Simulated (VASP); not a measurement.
Crystal: Sc3TeBr.

```
Sc Te Br
1.0
     4.96684    0.00000    0.00000
     0.00000    4.96684    0.00000
     0.00000    0.00000    4.96684
Sc Te Br
3 1 1
Direct
  0.00000 0.50000 0.50000
  0.50000 0.00000 0.50000
  0.50000 0.50000 0.00000
  0.00000 0.00000 0.00000
  0.50000 0.50000 0.50000
```

```yaml
Program: VASP 6.6.1
Task: relaxation of cell and atoms
Functional: PBE
Potentials_or_basis: VASP PAW PBE potentials, release 64 (Sc_sv, Te, Br)
Cutoff: 600 eV
k_mesh: 8 × 8 × 8
Occupations: gaussian, width 0.1 eV
Spin: no spin polarisation
```

At the start: pressure 1.4 GPa; volume 24.51 Å³/atom.

Problem. Where does the relaxation end?

Solution. Over 3 steps the energy falls by 2.6 meV/atom and the volume is 25.11 Å³/atom (+2.5 %); space group Pm-3m (No. 221, to 0.05 Å).

The path:
```
step  energy change (eV)  largest force (eV/Å)  pressure (GPa)  volume (Å³)
   1              0.0000                0.0000            1.38       122.53
   2             -0.0121                0.0000           -0.31       126.32
   3             -0.0128                0.0000            0.00       125.56
```

Final structure:
```
Sc Te Br
1.0
     5.00751    0.00000    0.00000
     0.00000    5.00751    0.00000
     0.00000    0.00000    5.00751
Sc Te Br
3 1 1
Direct
  0.00000 0.50000 0.50000
  0.50000 0.00000 0.50000
  0.50000 0.50000 0.00000
  0.00000 0.00000 0.00000
  0.50000 0.50000 0.50000
```
